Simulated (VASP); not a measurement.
# W4C4F in VASP: notebook

The runs below take W4C4F through single point, with PBE.

All numbers are computed with VASP 6.6.1; they aren't measurements. Logs are shortened: lines on timing, memory, paths and dates and some standing lists are left out, and cuts for length are marked.

**1. The cell of the first run**

The cell holds a slab with vacuum, 18 atoms: a = 5.672 Å, b = 5.672 Å, c = 16.180 Å, α = 90.00°, β = 90.00°, γ = 120.00°.

**2. Single point, PBE**

Contents of INCAR:

```
SYSTEM = W4C4F
ALGO     = Normal         ! electronic algorithm
EDIFF    = 1E-6           ! SCF threshold, eV
ENCUT    = 520            ! plane-wave cutoff, eV
GGA      = PE             ! functional
ISIF     = 2              ! what is computed and relaxed
ISMEAR   = 0              ! smearing method
LASPH    = .True.         ! aspherical terms in the spheres
LCHARG   = .False.        ! write CHGCAR
LREAL    = Auto         
LWAVE    = .False.        ! write WAVECAR
NBANDS   = 94             ! bands
NELM     = 100            ! most SCF steps
PREC     = Accurate       ! precision mode
SIGMA    = 0.15           ! smearing width, eV
```

Contents of KPOINTS:

```
k-points
0
Gamma
  5 5 1
  0 0 0
```

Contents of POSCAR:

```
W4C4F
1.0
    5.6722800000      0.0000000000      0.0000000000
   -2.8361400000      4.9123390000      0.0000000000
    0.0000000000      0.0000000000     16.1797200000
W C F
8 8 2
Direct
    0.0000000000      0.0000000000      0.0618057700
    0.0000518491      0.0001036982      0.2394441081
   -0.0000000200      0.4999999600      0.0618057700
    0.0010592963      0.5021185926      0.2411019586
    0.5000000000      0.0000000000      0.0618057700
    0.5000518491      0.0001036982      0.2394441081
    0.4999999800      0.4999999600      0.0618057700
    0.5010592963      0.5021185926      0.2411019586
    0.3337345766      0.1674691531      0.1454514422
    0.3305702941      0.1611405882      0.3215103461
    0.3332068880      0.6664137761      0.1444548304
    0.3384100503      0.6768201006      0.3125700055
    0.8337345766      0.1674691531      0.1454514422
    0.8305702941      0.1611405882      0.3215103461
    0.8332068880      0.6664137761      0.1444548304
    0.8384100503      0.6768201006      0.3125700055
   -0.1641833991      0.1716332017      0.4036948559
   -0.6641833991      0.1716332017      0.4036948559
```

Potentials or basis: VASP PAW PBE potentials, release 64 (W_sv, C, F).

Command:

```
cat potpaw_PBE.64/W_sv/POTCAR potpaw_PBE.64/C/POTCAR potpaw_PBE.64/F/POTCAR > POTCAR
mpirun -np 1 vasp_std > vasp.out
```

OUTCAR:

```text
SYSTEM = W4C4F
   EDIFF = 1E-6
   ENCUT = 520
   GGA = PE
   ISIF = 2
   ISMEAR = 0
   LASPH = .True.
   LREAL = Auto
   NELM = 100
   PREC = Accurate

 ion  position               nearest neighbor table
   1  0.000  0.000  0.062-  15 2.12  13 2.13   9 2.13   5 2.84   5 2.84   3 2.84   7 2.84   3 2.84
                             7 2.84   2 2.87
   2  0.000  0.000  0.239-  16 1.98  14 2.10  10 2.10  13 2.24   9 2.24  15 2.25   8 2.83   4 2.83
                             6 2.84   6 2.84   4 2.84   8 2.84   1 2.87
   3  1.000  0.500  0.062-  11 2.11  15 2.11  13 2.12   7 2.84   7 2.84   5 2.84   1 2.84   1 2.84
                             5 2.84   4 2.90
   4  0.001  0.502  0.241-  12 2.02  16 2.02  14 2.12  13 2.26  11 2.26  15 2.26   6 2.83   2 2.83
                             8 2.84   8 2.84   2 2.84   6 2.84   3 2.90
   5  0.500  0.000  0.062-  11 2.12   9 2.13  13 2.13   1 2.84   1 2.84   3 2.84   7 2.84   7 2.84
                             3 2.84   6 2.87
   6  0.500  0.000  0.239-  12 1.98  10 2.10  14 2.10   9 2.24  13 2.24  11 2.25   4 2.83   8 2.83
                             2 2.84   2 2.84   8 2.84   4 2.84   5 2.87
   7  0.500  0.500  0.062-  15 2.11  11 2.11   9 2.12   3 2.84   3 2.84   1 2.84   5 2.84   5 2.84
                             1 2.84   8 2.90
   8  0.501  0.502  0.241-  12 2.02  16 2.02  10 2.12   9 2.26  15 2.26  11 2.26   2 2.83   6 2.83
                             4 2.84   4 2.84   6 2.84   2 2.84   7 2.90
   9  0.334  0.167  0.145-   7 2.12   5 2.13   1 2.13   6 2.24   2 2.24   8 2.26
  10  0.331  0.161  0.322-  18 1.33   6 2.10   2 2.10   8 2.12
  11  0.333  0.666  0.144-   3 2.11   7 2.11   5 2.12   6 2.25   4 2.26   8 2.26
  12  0.338  0.677  0.313-   6 1.98   4 2.02   8 2.02
  13  0.834  0.167  0.145-   3 2.12   1 2.13   5 2.13   2 2.24   6 2.24   4 2.26
  14  0.831  0.161  0.322-  17 1.33   2 2.10   6 2.10   4 2.12
  15  0.833  0.666  0.144-   7 2.11   3 2.11   1 2.12   2 2.25   8 2.26   4 2.26
  16  0.838  0.677  0.313-   2 1.98   4 2.02   8 2.02
  17  0.836  0.172  0.404-  14 1.33
  18  0.336  0.172  0.404-  10 1.33

  LATTYP: Found a hexagonal cell.
 ALAT       =     5.6722800000
 C/A-ratio  =     2.8524191330

  Lattice vectors:

 A1 = (   5.6722800000,   0.0000000000,   0.0000000000)
 A2 = (  -2.8361400000,   4.9123390000,   0.0000000000)
 A3 = (   0.0000000000,   0.0000000000,  16.1797200000)

Analysis of symmetry for initial positions (statically):
=====================================================================
 Subroutine PRICEL returns following result:

  LATTYP: Found a simple orthorhombic cell.
 ALAT       =     2.8361400000
 B/A-ratio  =     1.7320509566
 C/A-ratio  =     5.7048382661

  Lattice vectors:

 A1 = (   2.8361400000,   0.0000000000,   0.0000000000)
 A2 = (   0.0000000000,   4.9123390000,   0.0000000000)
 A3 = (   0.0000000000,   0.0000000000,  16.1797200000)

   2 primitive cells build up your supercell.

 Routine SETGRP: Setting up the symmetry group for a
 hexagonal supercell.

 Subroutine GETGRP returns: Found  2 space group operations
 (whereof  2 operations were pure point group operations)
 out of a pool of 24 trial point group operations.

The static configuration has the point symmetry C_1h.

Analysis of symmetry for dynamics (positions and initial velocities):
=====================================================================
 Subroutine PRICEL returns following result:

  LATTYP: Found a simple orthorhombic cell.
 ALAT       =     2.8361400000
 B/A-ratio  =     1.7320509566
 C/A-ratio  =     5.7048382661

  Lattice vectors:

 A1 = (   2.8361400000,   0.0000000000,   0.0000000000)
 A2 = (   0.0000000000,   4.9123390000,   0.0000000000)
 A3 = (   0.0000000000,   0.0000000000,  16.1797200000)

   2 primitive cells build up your supercell.

 Routine SETGRP: Setting up the symmetry group for a
 hexagonal supercell.

 Subroutine GETGRP returns: Found  2 space group operations
 (whereof  2 operations were pure point group operations)
 out of a pool of 24 trial point group operations.

The dynamic configuration has the point symmetry C_1h.

 Subroutine INISYM returns: Found  2 space group operations
 (whereof  2 operations are pure point group operations),
 and found     2 'primitive' translations

[... 35 lines left out ...]
                 9          17

----------------------------------------------------------------------------------------

 KPOINTS: k-points

Automatic generation of k-mesh.
 Grid dimensions read from file:
 generate k-points for:    5    5    1

 Generating k-lattice:

  Cartesian coordinates                     Fractional coordinates (reciprocal lattice)
     0.035259190  0.020356901  0.000000000     0.200000000  0.000000000  0.000000000
     0.000000000  0.040713803  0.000000000     0.000000000  0.200000000  0.000000000
     0.000000000  0.000000000  0.061805767     0.000000000  0.000000000  1.000000000

  Length of vectors
     0.040713805  0.040713803  0.061805767

  Shift w.r.t. Gamma in fractional coordinates (k-lattice)
     0.000000000  0.000000000  0.000000000

 Subroutine IBZKPT returns following result:
 ===========================================

 Found      9 irreducible k-points:

 Following reciprocal coordinates:
            Coordinates               Weight
  0.000000  0.000000  0.000000      1.000000
  0.200000 -0.000000  0.000000      4.000000
  0.000000  0.200000  0.000000      2.000000
  0.400000 -0.000000  0.000000      4.000000
  0.000000  0.400000  0.000000      2.000000
  0.200000  0.200000  0.000000      4.000000
 -0.400000  0.200000  0.000000      2.000000
  0.400000  0.200000  0.000000      4.000000
 -0.200000 -0.400000  0.000000      2.000000
   k-points           NKPTS =      9   k-points in BZ     NKDIM =      9   number of bands    NBANDS=     94
   number of dos      NEDOS =    301   number of ions     NIONS =     18
   total plane-waves  NPLWV = 211680
   dimension x,y,z NGX =    42 NGY =   42 NGZ =  120
   dimension x,y,z NGXF=    84 NGYF=   84 NGZF=  240
   ions per type =               8   8   2
   NGX,Y,Z   is equivalent  to a cutoff of  12.31, 12.31, 12.33 a.u.
   NGXF,Y,Z  is equivalent  to a cutoff of  24.62, 24.62, 24.66 a.u.
 SYSTEM =  W4C4F
   PREC   = accura    normal or accurate (medium, high low for compatibility)
   ISTART =      0    job   : 0-new  1-cont  2-samecut
   ICHARG =      2    charge: 1-file 2-atom 10-const
   ISPIN  =      1    spin polarized calculation?
   LNONCOLLINEAR =      F non collinear calculations
   LSORBIT =      F    spin-orbit coupling
   LASPH  =      T    aspherical Exc in radial PAW
   ENCUT  =  520.0 eV  38.22 Ry    6.18 a.u.  10.55 10.55 30.08*2*pi/ulx,y,z
   NELM   =    100;   NELMIN=  2; NELMDL= -5     # of ELM steps
   EDIFF  = 0.1E-05   stopping-criterion for ELM
   LREAL  =      T    real-space projection
   EDIFFG = 0.1E-04   stopping-criterion for IOM
   NSW    =      0    number of steps for IOM
   IBRION =     -1    ionic relax: 0-MD 1-quasi-New 2-CG
   NFREE  =      0    steps in history (QN), initial steepest desc. (CG)
   ISIF   =      2    stress and relaxation
   ISYM   =      2    0-nonsym 1-usesym 2-fastsym
   POTIM  = 0.5000    time-step for ionic-motion
   TEBEG  =    0.0;   TEEND  =   0.0 temperature during run
   PSTRESS=    0.0 pullay stress
   NELECT =     158.0000    total number of electrons
   NUPDOWN=      -1.0000    fix difference up-down
   EMIN   =  10.00;   EMAX   =-10.00  energy-range for DOS
   EFERMI =   0.00;   METHOD = LEGACY
   ISMEAR =     0;   SIGMA  =   0.15  broadening in eV -4-tet -1-fermi 0-gaus
   EFERMI_NEDOS =   21; number of points for ismear=-14 and -15
   IALGO  =     38    algorithm
   IMIX   =      4    mixing-type and parameters
     AMIX     =   0.40;   BMIX     =  1.00
     AMIX_MAG =   1.60;   BMIX_MAG =  1.00
  volume/ion in A,a.u.               =      25.05       169.02
  Fermi-wavevector in a.u.,A,eV,Ry     =   1.154219  2.181158 18.125972  1.332221
  Thomas-Fermi vector in A             =   2.290857
   LORBIT       =      0    0 simple, 1 ext, 2 COOP (PROOUT), +10 PAW based schemes
   GGA     = PE    functional components
   LHFCALC =     F    Hartree Fock is set to
   AEXX    =    0.0000 exact exchange contribution
   IVDW    =     0    specifies the selected vdW correction
   LEPSILON=     F    determine dielectric tensor
   LRPA    =     F    only Hartree local field effects (RPA)
 non-spin polarized calculation
 Gauss-broadening in eV      SIGMA  =   0.15
  energy-cutoff  :      520.00
  volume of cell :      450.83
 maximum number of plane-waves:     12156
 NGX is ok and might be reduce to    42
   NGX = 21   NGY = 21   NGZ = 61

 number of electron     158.0000011 magnetization

 Free energy of the ion-electron system (eV)
  ---------------------------------------------------
  ext. energy  EPLUGINS =         0.00000000
  ---------------------------------------------------
  free energy    TOTEN  =      -171.56170729 eV

  energy without entropy =     -171.47268049  energy(sigma->0) =     -171.51719389

 E-fermi :   0.6295     XC(G=0):  -6.5968

 val. band max:        0.6059315191   @ k =   0.0000   0.4000   0.0000
 cond. band min:       0.6363727220   @ k =   0.2000  -0.0000   0.0000
 fundamental gap:      0.0304412029
 Fermi energy:         0.6294609384

 k-point     1 :       0.0000    0.0000    0.0000
  band No.  band energies     occupation
      1     -73.1016      2.00000
      2     -73.0253      2.00000
      3     -73.0239      2.00000
      4     -73.0227      2.00000
      5     -72.7974      2.00000
      6     -72.7461      2.00000
[... 835 lines left out ...]
     90       3.1965      0.00000
     91       3.3752      0.00000
 [bands above 91 left out]

------------------------ aborting loop because EDIFF is reached ----------------------------------------

  FORCE on cell =-STRESS in cart. coord.  units (eV):
  Direction    XX          YY          ZZ          XY          YZ          ZX
  --------------------------------------------------------------------------------------
  -------------------------------------------------------------------------------------
  Total       22.3915807     22.7915286      1.7409440      0.0000000      0.0391812      0.0000000
  in kB       79.5753108     80.9966476      6.1869754      0.0000000      0.1392424      0.0000000
  external PRESSURE =      55.5863112 kB  Pullay stress =       0.0000000 kB

 VOLUME and BASIS-vectors are now :
 -----------------------------------------------------------------------------
  energy-cutoff  :      520.00
  volume of cell :      450.83
      direct lattice vectors                 reciprocal lattice vectors
     5.672280000  0.000000000  0.000000000     0.176295952  0.101784506  0.000000000
    -2.836140000  4.912339000  0.000000000     0.000000000  0.203569013  0.000000000
     0.000000000  0.000000000 16.179720000     0.000000000  0.000000000  0.061805767

 POSITION                                       TOTAL-FORCE (eV/Angst)
 -----------------------------------------------------------------------------------
      0.00000      0.00000      1.00000        -0.000000      0.103188     -0.017840
     -0.00000      0.00051      3.87414         0.000000      0.020281     -0.004777
      4.25421      2.45617      1.00000        -0.000000     -0.101715     -0.093374
     -1.41807      2.46658      3.90096         0.000000     -0.023009     -0.004144
      2.83614      0.00000      1.00000        -0.000000      0.103188     -0.017840
      2.83614      0.00051      3.87414         0.000000      0.020281     -0.004777
[... 10 lines left out ...]
      4.25421      0.84312      6.53167        -0.000000      0.016942      0.393871
      1.41807      0.84312      6.53167        -0.000000      0.016942      0.393871
 -----------------------------------------------------------------------------------
    total drift:                               -0.000002     -0.013617     -0.000450

  FREE ENERGIE OF THE ION-ELECTRON SYSTEM (eV)
  ---------------------------------------------------
  free  energy   TOTEN  =      -171.5617072873 eV

  energy  without entropy=     -171.4726804897  energy(sigma->0) =     -171.51719389
```

Run time: 18 min. Hardware: 1 thread of Oxide Virtual Turin-like, shared host; peak memory 0.58 GiB.

What came out:

```
Free energy            : -171.5617 eV
Largest force          : 0.394 eV/Å
Band gap on the k mesh : zero (band 79 reaches 1.29 eV, above the bottom of band 80 at 0.43 eV)
```

Forces in eV/Å, atoms in the order of the input:
```
W    0.000  0.103 -0.018
W    0.000  0.020 -0.005
W    0.000 -0.102 -0.093
W    0.000 -0.023 -0.004
W    0.000  0.103 -0.018
W    0.000  0.020 -0.005
W    0.000 -0.102 -0.093
W    0.000 -0.023 -0.004
C    0.000  0.001 -0.003
C    0.000 -0.015 -0.347
C    0.000  0.001  0.001
C    0.000 -0.003  0.076
C    0.000  0.001 -0.003
C    0.000 -0.015 -0.347
C    0.000  0.001  0.001
C    0.000 -0.003  0.076
F    0.000  0.017  0.394
F    0.000  0.017  0.394
```

Caveat: spin-orbit coupling is left out, which moves the levels of the heavy elements.

**3. Single point, PBE**

Contents of INCAR:

```
ALGO     = Normal         # electronic algorithm
EDIFF    = 1E-6           # SCF threshold, eV
ENCUT    = 520            # plane-wave cutoff, eV
GGA      = PE             # functional
ISIF     = 2              # what is computed and relaxed
ISMEAR   = 0              # smearing method
LASPH    = T              # aspherical terms in the spheres
LCHARG   = F              # write CHGCAR
LREAL    = Auto         
LWAVE    = F              # write WAVECAR
NBANDS   = 94             # bands
NELM     = 60             # most SCF steps
PREC     = Accurate       # precision mode
SIGMA    = 0.15           # smearing width, eV
```

Contents of KPOINTS:

```
k-points
0
Gamma
  5 5 1
```

Contents of POSCAR:

```
W4C4F
1.0
    5.6722800000      0.0000000000      0.0000000000
   -2.8361400000      4.9123390000      0.0000000000
    0.0000000000      0.0000000000     16.1797200000
W C F
8 8 2
Direct
    0.0000000000      0.0000000000      0.0618057667
    0.0000518083      0.0001036166      0.2394441313
   -0.0000000509      0.4999998982      0.0618057667
    0.0010593222      0.5021186445      0.2411019474
    0.5000000000      0.0000000000      0.0618057667
    0.5000518083      0.0001036166      0.2394441313
    0.4999999491      0.4999998982      0.0618057667
    0.5010593222      0.5021186445      0.2411019474
    0.3337345509      0.1674691018      0.1454514664
    0.3305702742      0.1611405483      0.3215103228
    0.3332068491      0.6664136982      0.1444548484
    0.3384100731      0.6768201462      0.3125699950
    0.8337345509      0.1674691018      0.1454514664
    0.8305702742      0.1611405483      0.3215103228
    0.8332068491      0.6664136982      0.1444548484
    0.8384100731      0.6768201462      0.3125699950
   -0.1641834470      0.1716331059      0.4036948723
   -0.6641834470      0.1716331059      0.4036948723
```

Potentials or basis: VASP PAW PBE potentials, release 64 (W_sv, C, F).

Command:

```
cat potpaw_PBE.64/W_sv/POTCAR potpaw_PBE.64/C/POTCAR potpaw_PBE.64/F/POTCAR > POTCAR
mpirun -np 1 vasp_std > vasp.out
```

Wall time 11 min (1 thread of Oxide Virtual Turin-like, shared host); peak memory 0.58 GiB.

Results (log left out):

- Free energy: -171.5617 eV
- Largest force: 0.394 eV/Å
- Band gap on the k mesh: zero (band 79 reaches 1.29 eV, above the bottom of band 80 at 0.43 eV)

Forces in eV/Å, atoms in the order of the input:
```
W    0.000  0.103 -0.018
W    0.000  0.020 -0.005
W    0.000 -0.102 -0.093
W    0.000 -0.023 -0.004
W    0.000  0.103 -0.018
W    0.000  0.020 -0.005
W    0.000 -0.102 -0.093
W    0.000 -0.023 -0.004
C    0.000  0.001 -0.003
C    0.000 -0.015 -0.347
C    0.000  0.001  0.001
C    0.000 -0.003  0.076
C    0.000  0.001 -0.003
C    0.000 -0.015 -0.347
C    0.000  0.001  0.001
C    0.000 -0.003  0.076
F    0.000  0.017  0.394
F    0.000  0.017  0.394
```

Levels at points of the mesh, in eV from the Fermi level:
```tsv
k point	band 78	band 79	band 80	band 81	band 82	band 83
(0.00, 0.00, 0.00)	0.63	0.66	0.66	0.67	1.19	1.71
```

Caveat: spin-orbit coupling is left out, which moves the levels of the heavy elements.
